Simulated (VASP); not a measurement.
# Tc (Fm-3m) in VASP: further runs

Tc is run at these levels: r2SCAN; tasks: single point, relaxation of cell and atoms.

Everything below comes from runs of VASP 6.6.1. Logs are shortened: lines on timing, memory, paths and dates and some standing lists are left out, and cuts for length are marked.

## 1. The cell of the first run

It takes space group Fm-3m (No. 225, cubic). The conventional cell has a = 3.851 Å, b = 3.851 Å, c = 3.851 Å, α = 90.00°, β = 90.00°, γ = 90.00°. Within 3.6 Å of Tc (site symmetry m-3m) lie 12 Tc at 2.72 Å.

This isn't the form of Tc at room conditions, which is hcp.

## 2. Single point, r2SCAN

POSCAR reads:

```
Tc
1.0
    0.0000000000      1.9254020726      1.9254020726
    1.9254020726      0.0000000000      1.9254020726
    1.9254020726      1.9254020726      0.0000000000
Tc
1
Direct
    0.0000000000      0.0000000000      0.0000000000
```

INCAR.step1 reads:

```
PREC = Accurate
ENCUT = 550
ISMEAR = 0
SIGMA = 0.1
LREAL = False
LASPH = True
NELM = 120
NBANDS = 12
GGA = PE
ALGO = Normal
EDIFF = 1E-5
LWAVE = True
LCHARG = False
GGA_COMPAT = False
```

INCAR.step2 reads:

```
PREC = Accurate
ENCUT = 550
EDIFF = 1E-6
ISMEAR = 0
SIGMA = 0.1
LREAL = False
LASPH = True
NELM = 120
ALGO = Normal
ISIF = 2
LWAVE = False
LCHARG = True
METAGGA = R2SCAN
LMIXTAU = True
LELF = True
LVHAR = True
NBANDS = 12
ISTART = 1
GGA_COMPAT = False
```

KPOINTS reads:

```
Automatic mesh
0
Gamma
  19 19 19
```

Potentials or basis: VASP PAW PBE potentials, release 64 (Tc_pv).

Command:

```bash
cat potpaw_PBE.64/Tc_pv/POTCAR > POTCAR
cp INCAR.step1 INCAR
mpirun -np 1 vasp_std > vasp.out
cp INCAR.step2 INCAR
mpirun -np 1 vasp_std > vasp.out
```

OUTCAR:

```text
PREC = Accurate
   ENCUT = 550
   EDIFF = 1E-6
   ISMEAR = 0
   LREAL = False
   LASPH = True
   NELM = 120
   ISIF = 2
   METAGGA = R2SCAN
   ISTART = 1

 ion  position               nearest neighbor table
   1  0.000  0.000  0.000-

  LATTYP: Found a face centered cubic cell.
 ALAT       =     3.8508041452

  Lattice vectors:

 A1 = (   0.0000000000,   1.9254020726,   1.9254020726)
 A2 = (   1.9254020726,   0.0000000000,   1.9254020726)
 A3 = (   1.9254020726,   1.9254020726,   0.0000000000)

Analysis of symmetry for initial positions (statically):
=====================================================================
 Subroutine PRICEL returns:
 Original cell was already a primitive cell.

 Routine SETGRP: Setting up the symmetry group for a
 face centered cubic supercell.

 Subroutine GETGRP returns: Found 48 space group operations
 (whereof 48 operations were pure point group operations)
 out of a pool of 48 trial point group operations.

The static configuration has the point symmetry O_h .

Analysis of symmetry for dynamics (positions and initial velocities):
=====================================================================
 Subroutine PRICEL returns:
 Original cell was already a primitive cell.

 Routine SETGRP: Setting up the symmetry group for a
 face centered cubic supercell.

 Subroutine GETGRP returns: Found 48 space group operations
 (whereof 48 operations were pure point group operations)
 out of a pool of 48 trial point group operations.

The dynamic configuration has the point symmetry O_h .

 Subroutine INISYM returns: Found 48 space group operations
 (whereof 48 operations are pure point group operations),
 and found     1 'primitive' translations

----------------------------------------------------------------------------------------

                                     Primitive cell

  volume of cell :      14.2756

  direct lattice vectors                    reciprocal lattice vectors
     0.000000000  1.925402073  1.925402073    -0.259686019  0.259686019  0.259686019
     1.925402073  0.000000000  1.925402073     0.259686019 -0.259686019  0.259686019
     1.925402073  1.925402073  0.000000000     0.259686019  0.259686019 -0.259686019

  length of vectors
     2.722929724  2.722929724  2.722929724     0.449789380  0.449789380  0.449789380

  position of ions in fractional coordinates (direct lattice)
     0.000000000  0.000000000  0.000000000

  ion indices of the primitive-cell ions
   primitive index   ion index
                 1           1

----------------------------------------------------------------------------------------

 KPOINTS: Automatic mesh

Automatic generation of k-mesh.
 Grid dimensions read from file:
 generate k-points for:   19   19   19

 Generating k-lattice:

  Cartesian coordinates                     Fractional coordinates (reciprocal lattice)
    -0.013667685  0.013667685  0.013667685     0.052631579  0.000000000  0.000000000
     0.013667685 -0.013667685  0.013667685     0.000000000  0.052631579  0.000000000
     0.013667685  0.013667685 -0.013667685     0.000000000  0.000000000  0.052631579

  Length of vectors
     0.023673125  0.023673125  0.023673125

  Shift w.r.t. Gamma in fractional coordinates (k-lattice)
     0.000000000  0.000000000  0.000000000

 Subroutine IBZKPT returns following result:
 ===========================================

 Found    220 irreducible k-points:

 Following reciprocal coordinates:
            Coordinates               Weight
  0.000000  0.000000  0.000000      1.000000
  0.052632  0.000000  0.000000      8.000000
  0.105263  0.000000  0.000000      8.000000
  0.157895  0.000000  0.000000      8.000000
  0.210526  0.000000  0.000000      8.000000
  0.263158  0.000000  0.000000      8.000000
[... 16 lines left out ...]
 -0.315789  0.052632  0.000000     24.000000
 -0.263158  0.052632  0.000000     24.000000
 [... further k-points ...]
   k-points           NKPTS =    220   k-points in BZ     NKDIM =    220   number of bands    NBANDS=     12
   number of dos      NEDOS =    301   number of ions     NIONS =      1
   total plane-waves  NPLWV =  13824
   dimension x,y,z NGX =    24 NGY =   24 NGZ =   24
   dimension x,y,z NGXF=    48 NGYF=   48 NGZF=   48
   ions per type =               1
   NGX,Y,Z   is equivalent  to a cutoff of  14.65, 14.65, 14.65 a.u.
   NGXF,Y,Z  is equivalent  to a cutoff of  29.31, 29.31, 29.31 a.u.
 SYSTEM =  unknown system
   PREC   = accura    normal or accurate (medium, high low for compatibility)
   ISTART =      1    job   : 0-new  1-cont  2-samecut
   ICHARG =      0    charge: 1-file 2-atom 10-const
   ISPIN  =      1    spin polarized calculation?
   LNONCOLLINEAR =      F non collinear calculations
   LSORBIT =      F    spin-orbit coupling
   LASPH  =      T    aspherical Exc in radial PAW
   ENCUT  =  550.0 eV  40.42 Ry    6.36 a.u.   5.21  5.21  5.21*2*pi/ulx,y,z
   NELM   =    120;   NELMIN=  2; NELMDL=  0     # of ELM steps
   EDIFF  = 0.1E-05   stopping-criterion for ELM
   LREAL  =      F    real-space projection
   EDIFFG = 0.1E-04   stopping-criterion for IOM
   NSW    =      0    number of steps for IOM
   IBRION =     -1    ionic relax: 0-MD 1-quasi-New 2-CG
   NFREE  =      0    steps in history (QN), initial steepest desc. (CG)
   ISIF   =      2    stress and relaxation
   ISYM   =      2    0-nonsym 1-usesym 2-fastsym
   POTIM  = 0.5000    time-step for ionic-motion
   TEBEG  =    0.0;   TEEND  =   0.0 temperature during run
   PSTRESS=    0.0 pullay stress
   NELECT =      13.0000    total number of electrons
   NUPDOWN=      -1.0000    fix difference up-down
   EMIN   =  10.00;   EMAX   =-10.00  energy-range for DOS
   EFERMI =   0.00;   METHOD = LEGACY
   ISMEAR =     0;   SIGMA  =   0.10  broadening in eV -4-tet -1-fermi 0-gaus
   EFERMI_NEDOS =   21; number of points for ismear=-14 and -15
   IALGO  =     38    algorithm
   IMIX   =      4    mixing-type and parameters
     AMIX     =   0.40;   BMIX     =  1.00
     AMIX_MAG =   1.60;   BMIX_MAG =  1.00
  volume/ion in A,a.u.               =      14.28        96.34
  Fermi-wavevector in a.u.,A,eV,Ry     =   1.586808  2.998633 34.258942  2.517961
  Thomas-Fermi vector in A             =   2.686063
   LORBIT       =      0    0 simple, 1 ext, 2 COOP (PROOUT), +10 PAW based schemes
   METAGGA = R2SCAN    functional components
   LHFCALC =     F    Hartree Fock is set to
   AEXX    =    0.0000 exact exchange contribution
   IVDW    =     0    specifies the selected vdW correction
   LEPSILON=     F    determine dielectric tensor
   LRPA    =     F    only Hartree local field effects (RPA)
 non-spin polarized calculation
 Gauss-broadening in eV      SIGMA  =   0.10
  energy-cutoff  :      550.00
  volume of cell :       14.28
 maximum number of plane-waves:       440
 NGX is ok and might be reduce to    24
   NGX = 11   NGY = 11   NGZ = 11

 number of electron      13.0000000 magnetization

 Free energy of the ion-electron system (eV)
  ---------------------------------------------------
  ext. energy  EPLUGINS =         0.00000000
  ---------------------------------------------------
  free energy    TOTEN  =       -25.90672417 eV

  energy without entropy =      -25.90160753  energy(sigma->0) =      -25.90416585

 E-fermi :  12.8411     XC(G=0): -15.1414

 val. band max:       12.8318556476   @ k =  -0.2105   0.2632   0.1053
 cond. band min:      12.8681868885   @ k =   0.4211   0.3158   0.0000
 fundamental gap:      0.0363312409
 Fermi energy:        12.8411026334

 k-point     1 :       0.0000    0.0000    0.0000
  band No.  band energies     occupation
      1     -26.7828      2.00000
      2     -26.7828      2.00000
      3     -26.7828      2.00000
      4       4.8648      2.00000
      5      10.9019      2.00000
      6      10.9019      2.00000
      7      10.9019      2.00000
      8      13.7576      0.00000
      9      13.7576      0.00000
     10      27.4191      0.00000
     11      33.5153      0.00000
     12      33.5153      0.00000

 k-point     2 :       0.0526    0.0000    0.0000
  band No.  band energies     occupation
      1     -26.8230      2.00000
      2     -26.7878      2.00000
      3     -26.7878      2.00000
      4       4.9910      2.00000
      5      10.8239      2.00000
      6      10.9575      2.00000
      7      10.9575      2.00000
      8      13.7167      0.00000
      9      13.7167      0.00000
     10      27.6486      0.00000
     11      32.9056      0.00000
     12      33.7290      0.00000

 k-point     3 :       0.1053    0.0000    0.0000
  band No.  band energies     occupation
      1     -26.9384      2.00000
      2     -26.8022      2.00000
      3     -26.8022      2.00000
      4       5.3531      2.00000
      5      10.6234      2.00000
      6      11.1055      2.00000
      7      11.1055      2.00000
      8      13.6216      0.00000
      9      13.6216      0.00000
     10      28.2829      0.00000
     11      31.6481      0.00000
     12      34.3532      0.00000
[... 286 lines left out ...]
 k-point    23 :      -0.3158    0.0526    0.0000
  band No.  band energies     occupation
      1     -27.8372      2.00000
      2     -26.9632      2.00000
      3     -26.9084      2.00000
      4       7.2109      2.00000
      5      11.0519      2.00000
      6      11.1834      2.00000
      7      11.3782      2.00000
      8      14.3216      0.00000
      9      15.2553      0.00000
     10      26.5192      0.00000
     11      29.5713      0.00000
     12      35.8718      0.00000

 k-point    24 :      -0.2632    0.0526    0.0000
  band No.  band energies     occupation
      1     -27.6327      2.00000
      2     -26.9361      2.00000
      3     -26.8780      2.00000
      4       7.1326      2.00000
      5      10.5696      2.00000
      6      11.2626      2.00000
      7      11.3620      2.00000
      8      13.7432      0.00000
      9      14.6657      0.00000
     10      27.5084      0.00000
     11      30.5156      0.00000
     12      36.9693      0.00000

 [... further k-points ...]

------------------------ aborting loop because EDIFF is reached ----------------------------------------

  FORCE on cell =-STRESS in cart. coord.  units (eV):
  Direction    XX          YY          ZZ          XY          YZ          ZX
  --------------------------------------------------------------------------------------
  -------------------------------------------------------------------------------------
  Total        0.0590964      0.0590964      0.0590964      0.0000000     -0.0000000      0.0000000
  in kB        6.6324973      6.6324973      6.6324973      0.0000000     -0.0000000      0.0000000
  external PRESSURE =       6.6324973 kB  Pullay stress =       0.0000000 kB

 VOLUME and BASIS-vectors are now :
 -----------------------------------------------------------------------------
  energy-cutoff  :      550.00
  volume of cell :       14.28
      direct lattice vectors                 reciprocal lattice vectors
     0.000000000  1.925402073  1.925402073    -0.259686019  0.259686019  0.259686019
     1.925402073  0.000000000  1.925402073     0.259686019 -0.259686019  0.259686019
     1.925402073  1.925402073  0.000000000     0.259686019  0.259686019 -0.259686019

 POSITION                                       TOTAL-FORCE (eV/Angst)
 -----------------------------------------------------------------------------------
      0.00000      0.00000      0.00000         0.000000      0.000000      0.000000
 -----------------------------------------------------------------------------------
    total drift:                                0.000000     -0.000000     -0.000000

  FREE ENERGIE OF THE ION-ELECTRON SYSTEM (eV)
  ---------------------------------------------------
  free  energy   TOTEN  =       -25.9067241690 eV

  energy  without entropy=      -25.9016075308  energy(sigma->0) =      -25.90416585
```

It took 93 s on 1 thread of Intel Xeon 6975P-C (Granite Rapids), shared host; peak memory 0.17 GiB.

What came out:

```
Free energy            : -25.9067 eV
Pressure               : 0.7 GPa
Band gap on the k mesh : zero (an odd number of electrons rules out a gap without spin polarisation)
```

Levels at points of the mesh, in eV from the Fermi level:
| k point | band 3 | band 4 | band 5 | band 6 | band 7 | band 8 | band 9 | band 10 | band 11 | band 12 |
| --- | --- | --- | --- | --- | --- | --- | --- | --- | --- | --- |
| (0.00, 0.00, 0.00) | -39.62 | -7.98 | -1.94 | -1.94 | -1.94 | 0.92 | 0.92 | 14.58 | 20.67 | 20.67 |

Caveat: the PAW data sets were made with another functional, which shifts forces and pressure a little.

## 3. Relaxation of cell and atoms, r2SCAN

POSCAR reads:

```
Tc
1.0
    0.0000000000      1.9250000000      1.9250000000
    1.9250000000      0.0000000000      1.9250000000
    1.9250000000      1.9250000000      0.0000000000
Tc
1
Direct
    0.0000000000      0.0000000000      0.0000000000
```

INCAR.step1 reads:

```
SYSTEM = Tc
ALGO = Normal
EDIFF = 1E-5
EDIFFG = -0.005
ENCUT = 550
GGA = PE
GGA_COMPAT = .False.
IBRION = 2
ISIF = 3
ISMEAR = 0
LASPH = .True.
LCHARG = .False.
LREAL = .False.
LWAVE = .True.
NELM = 120
NELMIN = 4
NSW = 100
PREC = Accurate
SIGMA = 0.1
```

INCAR.step2 reads:

```
SYSTEM = Tc
ALGO = Normal
EDIFF = 1E-7
EDIFFG = -0.03
ENCUT = 550
GGA_COMPAT = .False.
IBRION = 2
ISIF = 3
ISMEAR = 0
ISTART = 1
LASPH = .True.
LCHARG = .False.
LMIXTAU = .True.
LREAL = .False.
LWAVE = .False.
METAGGA = R2SCAN
NELM = 120
NELMIN = 4
NSW = 50
PREC = Accurate
SIGMA = 0.1
```

KPOINTS reads:

```
k-points
0
Gamma
  19 19 19
  0 0 0
```

Potentials or basis: VASP PAW PBE potentials, release 64 (Tc_pv).

Command:

```bash
cat potpaw_PBE.64/Tc_pv/POTCAR > POTCAR
cp INCAR.step1 INCAR
mpirun -np 1 vasp_std > vasp.out
cp INCAR.step2 INCAR
mpirun -np 1 vasp_std > vasp.out
```

Run time: 4.6 min. Hardware: 1 thread of Intel Xeon 6975P-C (Granite Rapids), shared host; peak memory 0.18 GiB.

The run converged. Its results:

```
Free energy                           : -25.9068 eV
Relaxed volume                        : 14.30 Å³/atom
Relaxed cell                          : a = 2.725 Å, b = 2.725 Å, c = 2.725 Å, α = 60.00°, β = 60.00°, γ = 60.00°
Space group after relaxing (to 0.1 Å) : Fm-3m (No. 225)
Energy gained by relaxing             : 0.1 meV/atom
Ionic steps                           : 3
Pressure after relaxing               : 0.0 GPa
Band gap on the k mesh                : zero (an odd number of electrons rules out a gap without spin polarisation)
```

Final structure:
```yaml
crystal:
  lattice:
    - [0.00000, 1.92669, 1.92669]
    - [1.92669, 0.00000, 1.92669]
    - [1.92669, 1.92669, 0.00000]
  atoms:
    - { symbol: Tc, position: [0.00000, 0.00000, 0.00000] }
```

Levels at points of the mesh, in eV from the Fermi level:
| k point | band 5 | band 6 | band 7 | band 8 | band 9 | band 10 |
| --- | --- | --- | --- | --- | --- | --- |
| (0.00, 0.00, 0.00) | -1.93 | -1.93 | -1.93 | 0.91 | 0.91 | 14.58 |

Caveat: the PAW data sets were made with another functional, which shifts forces and pressure a little.

The gap in the log of VASP goes by the Fermi energy; the results here count the filled bands.